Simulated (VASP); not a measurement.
A run of VASP 6.6.1:

The input INCAR:

```
SYSTEM = Ca2SeO
PREC = Accurate
ENCUT = 520
EDIFF = 1E-6
ISMEAR = -1
SIGMA = 0.02
LREAL = .FALSE.
LASPH = .TRUE.
NELM = 100
ALGO = Normal
ISIF = 2
LWAVE = .FALSE.
LCHARG = .FALSE.
GGA = PE
NBANDS = 24
```

KPOINTS

```
regular mesh
0
G
  8 8 8
  0 0 0
```

Contents of POSCAR:

```
Ca2SeO
1.0
    1.8935564370      1.0932453186      6.3446338286
   -1.8935564370      1.0932453186      6.3446338286
    0.0000000000     -2.1864906372      6.3446338286
O Se Ca
1 1 2
Direct
    1.0000000000      0.0000000000      0.0000000000
    0.5000000000      0.5000000000      0.5000000000
    0.2637064705      0.2637064705      0.2637064705
    0.7362935295      0.7362935295      0.7362935295
```

Potentials or basis: VASP PAW PBE potentials, release 64 (O, Se, Ca_sv).

Run with:

```console
$ cat potpaw_PBE.64/O/POTCAR potpaw_PBE.64/Se/POTCAR potpaw_PBE.64/Ca_sv/POTCAR > POTCAR
$ mpirun -np 1 vasp_std > vasp.out
```

Hardware: 1 thread of Intel(R) Xeon(R) Platinum 8259CL CPU @ 2.50GHz (Skylake/Cascade Lake) (shared host).

Problem. How long does it take, and how much memory?

Solution. It took 4.8 min on 1 thread of Intel(R) Xeon(R) Platinum 8259CL CPU @ 2.50GHz (Skylake/Cascade Lake) (shared host), peak memory 0.42 GiB. Counts: scf iterations 14, k points 65.
